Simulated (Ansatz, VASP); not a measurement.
Two plane-wave programs on Li2Se

Contents of POSCAR:

```
Li2Se
1.0
    0.0000000000      2.9632814057      2.9632814057
    2.9632814057      0.0000000000      2.9632814057
    2.9632814057      2.9632814057      0.0000000000
Se Li
1 2
Direct
    0.0000000000      0.0000000000      0.0000000000
    0.2500000000      0.2500000000      0.2500000000
    0.7500000000      0.7500000000      0.7500000000
```

INCAR.step1

```
SYSTEM = Li2Se
  PREC = Accurate
  ENCUT = 830
  ISMEAR = 0
  SIGMA = 0.01
  LREAL = .False.
  LASPH = .True.
  NELM = 120
  NBANDS = 13
  GGA = PE
  ALGO = Normal
  EDIFF = 1E-5
  LWAVE = .True.
  LCHARG = .False.
  GGA_COMPAT = .False.
```

File INCAR.step2:

```
SYSTEM = Li2Se
  PREC = Accurate
  ENCUT = 830
  EDIFF = 1E-6
  ISMEAR = 0
  SIGMA = 0.01
  LREAL = .False.
  LASPH = .True.
  NELM = 120
  ALGO = Normal
  ISIF = 2
  LWAVE = .False.
  LCHARG = .False.
  METAGGA = R2SCAN
  LMIXTAU = .True.
  NBANDS = 13
  ISTART = 1
  GGA_COMPAT = .False.
```

File KPOINTS:

```
regular mesh
0
Gamma
  6 6 6
  0 0 0
```

Input for Ansatz:

```yaml
crystal:
  lattice:
    - [0.0, 2.9632814057, 2.9632814057]
    - [2.9632814057, 0.0, 2.9632814057]
    - [2.9632814057, 2.9632814057, 0.0]
  atoms:
    - { symbol: Se, position: [0.0, 0.0, 0.0] }
    - { symbol: Li, position: [0.25, 0.25, 0.25] }
    - { symbol: Li, position: [0.75, 0.75, 0.75] }
kpoints:
  mp_grid: { grid: [6, 6, 6] }
hamiltonian:
  xc: r2scan
scf:
  occupations: { method: fixed }
  n_extra_bands: 4
output:
  forces: true
  stress: true
  eigenvalues: true
```

Alike in both runs: task single point; functional r2SCAN; k mesh 6 × 6 × 6; no spin polarisation.

|  | VASP | Ansatz |
| --- | --- | --- |
| version | VASP 6.6.1 | Ansatz 0.2.0 |
| potentials or method | VASP PAW PBE potentials, release 64 (Se, Li_sv) | plane waves, PAW |
| plane-wave cutoff (eV) | 830 | 500 |
| occupations | gaussian, width 0.01 eV | fixed |
| valence electrons in the cell | 12 | 22 |

Ansatz gave:

```
gap on the k mesh at the Fermi level (eV) : 3.45
pressure (GPa)                            : 1.1
```

Q: Which values does VASP return?

A: gap on the k mesh at the Fermi level (eV): 3.43; pressure (GPa): 1.0.

VASP's potentials were made for PBE, not for r2SCAN. VASP's potentials hold 12 valence electrons a cell and Ansatz's 22, so a difference there can come from the potentials and not from the codes.
